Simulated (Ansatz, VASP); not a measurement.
## Two plane-wave programs on Al

```
Al
1.0
     0.00000    2.02040    2.02040
     2.02040    0.00000    2.02040
     2.02040    2.02040    0.00000
Al
1
Direct
  0.00000 0.00000 0.00000
```

Alike in both runs: functional PBE; k mesh 18 × 18 × 18; occupations gaussian, width 0.1 eV; no spin polarisation.

Ansatz relaxed the structure, and its values are those at the end. VASP's run is a single point on that final structure, the one shown.

|  | VASP | Ansatz |
| --- | --- | --- |
| version | VASP 6.6.1 | Ansatz 0.2.0 |
| potentials or method | VASP PAW PBE potentials, release 64 (Al), cutoff 500 eV | scalar-relativistic, plane waves, PAW |
| valence electrons in the cell | 3 | 3 |

|  | VASP | Ansatz | Ansatz less VASP |
| --- | --- | --- | --- |
| gap on the k mesh at the Fermi level (eV) | none | none | - |
| pressure (GPa) | 0.0 | 0.0 | +0.01 |

A gap of «none» marks a metal or a gap that the smearing closes. With one functional, cell and mesh, what is left measures potentials, basis and numerics.
